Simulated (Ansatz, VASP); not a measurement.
## In2TeO2 in VASP and in Ansatz

INCAR

```
  ALGO = Normal
  EDIFF = 1E-7
  EDIFFG = -0.01
  ENCUT = 600
  GGA = PE
  IBRION = 2
  ISIF = 3
  ISMEAR = 0
  LASPH = True
  LCHARG = False
  LREAL = False
  LWAVE = False
  NELM = 60
  NSW = 100
  PREC = Accurate
  SIGMA = 0.1
```

File KPOINTS:

```
k-points
0
Gamma
  10 10 6
```

Contents of POSCAR:

```
In2TeO2
1.0
    4.1094078608      0.0000000000      0.0000000000
    0.0000000000      4.1094078608      0.0000000000
    0.0000000000      0.0000000000      6.6777533879
In Te O
2 1 2
Direct
    0.0000000000      0.0000000000      0.5000000000
    0.0000000000      0.0000000000      0.0000000000
    0.5000000000      0.5000000000      0.5000000000
    0.5000000000      0.5000000000      0.8013007929
    0.5000000000      0.5000000000      0.1986992071
```

Input for Ansatz:

```yaml
crystal:
  lattice:
    - [4.1094078608, 0.0, 0.0]
    - [0.0, 4.1094078608, 0.0]
    - [0.0, 0.0, 6.6777533879]
  atoms:
    - { symbol: In, position: [0.0, 0.0, 0.5] }
    - { symbol: In, position: [0.0, 0.0, 0.0] }
    - { symbol: Te, position: [0.5, 0.5, 0.5] }
    - { symbol: O, position: [0.5, 0.5, 0.8013007929] }
    - { symbol: O, position: [0.5, 0.5, 0.1986992071] }
basis:
  ecutwfc: 420
kpoints:
  mp_grid: { grid: [10, 10, 6] }
hamiltonian:
  xc: pbe
scf:
  occupations: { method: gaussian, width: 0.1 }
output:
  forces: true
  stress: true
  eigenvalues: true
  write_density: true
  write_potential: true
  elf: true
  volumetric_format: npy
relax:
  adjacent_minimum: "off"
  f_tol: 0.01
  max_steps: 80
  cell: { stress_tol: 0.05 }
```

Alike in both runs: task relaxation of cell and atoms; functional PBE; k mesh 10 × 10 × 6; occupations gaussian, width 0.1 eV; no spin polarisation.

|  | VASP | Ansatz |
| --- | --- | --- |
| version | VASP 6.6.1 | Ansatz 0.2.0 |
| potentials or method | VASP PAW PBE potentials, release 64 (In_d, Te, O), cutoff 600 eV | scalar-relativistic, plane waves, PAW |
| valence electrons in the cell | 44 | 54 |

|  | VASP | Ansatz | Ansatz less VASP |
| --- | --- | --- | --- |
| gap on the k mesh at the Fermi level, each at its own relaxed structure (eV) | none | none | - |
| relaxed volume (Å³/atom) | 22.53 | 22.60 | +0.070 |
| relaxed length of the cell vector where the two differ most in proportion (Å) | 6.674 | 6.686 | +0.0123 |

A gap of «none» marks a metal or a gap that the smearing closes. VASP's potentials hold 44 valence electrons a cell and Ansatz's 54, so a difference there can come from the potentials and not from the codes.

Spin-orbit coupling is off throughout.
